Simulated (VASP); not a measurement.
RbZnCl3, 5 atoms in the cell. Symmetry: Cmmm, No. 65, orthorhombic system. The conventional cell has a = 6.809 Å, b = 7.158 Å, c = 4.938 Å, α = 90.00°, β = 90.00°, γ = 90.00°. Within 4.5 Å of Rb (site symmetry mmm) lie 12 Cl at 3.40 to 3.58 Å and 8 Zn at 4.21 to 4.35 Å. Zn (site symmetry mmm) has 6 Cl at 2.47 Å within 3.3 Å. Cl (site symmetry mmm) has 2 Zn at 2.47 Å and 4 Rb at 3.40 to 3.58 Å and 8 Cl at 3.49 Å within 3.6 Å. Cl (site symmetry 2/m) has 2 Zn at 2.47 Å and 8 Cl at 3.40 to 3.58 Å and 4 Rb at 3.49 Å within 3.6 Å.  This cell differs from its parent crystal: shear xy strain -5.0%.

- Program: VASP 6.6.1
- Task: single point
- Functional: r2SCAN
- Potentials or basis: VASP PAW PBE potentials, release 64 (Rb_sv, Zn, Cl)
- Cutoff: 520 eV
- k mesh: 6 × 6 × 6
- Occupations: gaussian, width 0.01 eV
- Spin: no spin polarisation
- Dipole correction: no
- Further INCAR settings: ALGO = Normal; EDIFF = 1e-06; NBANDS = 29

Potentials or basis: VASP PAW PBE potentials, release 64 (Rb_sv, Zn, Cl).

Command:

```console
$ cat potpaw_PBE.64/Rb_sv/POTCAR potpaw_PBE.64/Zn/POTCAR potpaw_PBE.64/Cl/POTCAR > POTCAR
$ cp INCAR.step1 INCAR
$ mpirun -np 1 vasp_std > vasp.out
$ cp INCAR.step2 INCAR
$ mpirun -np 1 vasp_std > vasp.out
```

Hardware: 1 thread of AMD EPYC 7R13 Processor (Zen 3), with other jobs on the host.

Problem. Estimate the wall time of this run.

Solution. Run time: 7.9 min on 1 thread of AMD EPYC 7R13 Processor (Zen 3), on a shared host, peak memory 0.34 GiB. Counts: k points 52.
